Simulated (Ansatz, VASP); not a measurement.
# Two plane-wave programs on Mo3H2

```
CELL_PARAMETERS angstrom
4.28506 0.00000 0.00000
-2.14253 3.71097 0.00000
0.00000 0.00000 3.47552
ATOMIC_POSITIONS crystal
H 0.33333 0.66667 0.18377
H 0.66667 0.33333 0.81623
Mo 0.00000 0.00000 0.00000
Mo 0.33333 0.66667 0.68490
Mo 0.66667 0.33333 0.31510
```

Alike in both runs: functional PBE; k mesh 6 × 6 × 4; occupations gaussian, width 0.1 eV; no spin polarisation.

Ansatz relaxed the structure, and its values are those at the end. VASP's run is a single point on that final structure, the one shown.

|  | VASP | Ansatz |
| --- | --- | --- |
| version | VASP 6.6.1 | Ansatz 0.2.0 |
| potentials or method | VASP PAW PBE potentials, release 64 (H, Mo_sv), cutoff 520 eV | scalar-relativistic, plane waves, PAW |
| valence electrons in the cell | 44 | 44 |

```csv
,VASP,Ansatz,Ansatz less VASP
gap on the k mesh at the Fermi level (eV),none,none,-
pressure (GPa),0.1,-0.2,-0.34
rms of the force components (eV/Å),0.006,0.007,+0.0017
```

A gap of «none» marks a metal or a gap that the smearing closes.

The k mesh is coarse, so the values compare programs but aren't converged.
